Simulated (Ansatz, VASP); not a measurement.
## Two plane-wave programs on CdSe

INCAR

```
SYSTEM = CdSe
PREC = Accurate
ENCUT = 520
EDIFF = 1E-6
ISMEAR = -1
SIGMA = 0.1
LREAL = .False.
LASPH = .True.
NELM = 100
ALGO = Normal
ISIF = 2
LWAVE = .False.
LCHARG = .True.
GGA = PE
LELF = .True.
LVHAR = .True.
NBANDS = 16
```

KPOINTS

```
regular mesh
0
Gamma
  11 11 11
  0 0 0
```

POSCAR

```
CdSe
1.0
    0.0000000000      2.7767580683      2.7767580683
    2.7767580683      0.0000000000      2.7767580683
    2.7767580683      2.7767580683      0.0000000000
Cd Se
1 1
Direct
    0.0000000000      0.0000000000      0.0000000000
    0.2500000000      0.2500000000      0.2500000000
```

Input for Ansatz:

```yaml
crystal:
  lattice:
    - [0.0, 2.7767580683, 2.7767580683]
    - [2.7767580683, 0.0, 2.7767580683]
    - [2.7767580683, 2.7767580683, 0.0]
  atoms:
    - { symbol: Cd, position: [0.0, 0.0, 0.0] }
    - { symbol: Se, position: [0.25, 0.25, 0.25] }
kpoints:
  mp_grid: { grid: [11, 11, 11] }
  band_path:
    path:
      - [0.0, 0.0, 0.0]
      - [-0.5, -0.5, 0.0]
      - [-0.375, -0.375, 0.25]
      - [-0.375, 0.0, 0.375]
      - [0.0, 0.0, 0.0]
      - [0.0, 0.0, 0.5]
      - [-0.5, -0.25, 0.25]
      - [-0.5, -0.5, 0.0]
    npoints: 8
scf:
  occupations: { method: fermi_dirac, width: 0.1 }
hamiltonian:
  xc: pbe
  pseudopotentials: { kind: paw }
output:
  forces: true
  stress: true
  eigenvalues: true
  populations: true
  dos: { projected: true, de: 0.2, e_range: [-14, 8] }
```

Change from the starting cell: volume scaled by 0.72, PAW files.

Alike in both runs: task single point; functional PBE; k mesh 11 × 11 × 11; occupations fermi-dirac, width 0.1 eV; no spin polarisation.

```csv
,VASP,Ansatz
version,VASP 6.6.1,Ansatz 0.2.0
potentials or method,"VASP PAW PBE potentials, release 64 (Cd, Se)","PAW with Ansatz's default frozen-core files, scalar-relativistic"
plane-wave cutoff (eV),520,420
valence electrons in the cell,18,36
```

Ansatz gave:

- pressure (GPa): 31.7

Q: Estimate VASP's values.

A: Pressure (GPa): 32.7.

Both programs put the cell under a high pressure, so it lies far from rest at this level. The functional is the same, so the differences come from potentials, cutoffs and numerics. VASP's potentials hold 18 valence electrons a cell and Ansatz's 36, so a difference there can come from the potentials and not from the codes.
